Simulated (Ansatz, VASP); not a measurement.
Cd: VASP beside Ansatz

```
Cd
1.0
     3.04410    0.00000    0.00000
     0.00000    3.04410    0.00000
     0.00000    0.00000    3.04410
Cd
1
Direct
  0.00000 0.00000 0.00000
```

Alike in both runs: functional revPBE; k mesh 11 × 11 × 11; occupations fermi-dirac, width 0.1 eV; no spin polarisation.

Ansatz relaxed the structure, and its values are those at the end. VASP's run is a single point on that final structure, the one shown.

|  | VASP | Ansatz |
| --- | --- | --- |
| version | VASP 6.6.1 | Ansatz 0.2.0 |
| potentials or method | VASP PAW PBE potentials, release 64 (Cd), cutoff 520 eV | plane waves (420 eV) with PAW, scalar-relativistic |
| valence electrons in the cell | 12 | 20 |

```csv
,VASP,Ansatz,Ansatz less VASP
pressure (GPa),0.2,0.0,-0.16
```

VASP's potentials were made for PBE, not for revPBE. VASP's potentials hold 12 valence electrons a cell and Ansatz's 20, so a difference there can come from the potentials and not from the codes.
